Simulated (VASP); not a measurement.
Wanted: the native input for a VASP 6.6.1 run.

```
Task                   : single point
Functional             : PBEsol
Potentials or basis    : VASP PAW PBE potentials, release 64 (Sc_sv, Al)
Cutoff                 : 520 eV
k mesh                 : 7 × 7 × 7
Occupations            : gaussian, width 0.2 eV
Spin                   : no spin polarisation
Dipole correction      : no
Further INCAR settings : ALGO = Normal; EDIFF = 1e-07; NBANDS = 18
```

The structure of ScAl3 lies in POSCAR:

```
ScAl3
1.0
    4.1238247766      0.0000000000      0.0000000000
    0.0000000000      4.1238247766      0.0000000000
    0.0000000000      0.0000000000      4.1238247766
Sc Al
1 3
Direct
    0.0000000000      0.0000000000      0.0000000000
    0.5000000000      0.0000000000      0.5000000000
    0.0000000000      0.5000000000      0.5000000000
    0.5000000000      0.5000000000      0.0000000000
```

One way to write it, as run:

INCAR

```
SYSTEM = ScAl3
  PREC = Accurate
  ENCUT = 520
  EDIFF = 1E-7
  ISMEAR = 0
  SIGMA = 0.2
  LREAL = .False.
  LASPH = .True.
  NELM = 80
  ALGO = Normal
  ISIF = 2
  LWAVE = .False.
  LCHARG = .True.
  GGA = PS
  LELF = .True.
  LVHAR = .True.
  NBANDS = 18
```

KPOINTS

```
regular mesh
0
Gamma
  7 7 7
  0 0 0
```

Potentials or basis: VASP PAW PBE potentials, release 64 (Sc_sv, Al).

Command:

```bash
$ cat potpaw_PBE.64/Sc_sv/POTCAR potpaw_PBE.64/Al/POTCAR > POTCAR
$ mpirun -np 1 vasp_std > vasp.out
```

It gave:

```json
{
 "Pressure": "-3.2 GPa",
 "Band gap on the k mesh": "zero (band 10 reaches 7.88 eV, above the bottom of band 11 at 4.33 eV)"
}
```

Caveat: the PAW data sets were made with another functional, which shifts forces and pressure a little.

Wall time 9.7 s on 1 thread of Intel(R) Xeon(R) 6975P-C (Granite Rapids), with other jobs on the host, peak memory 0.17 GiB.
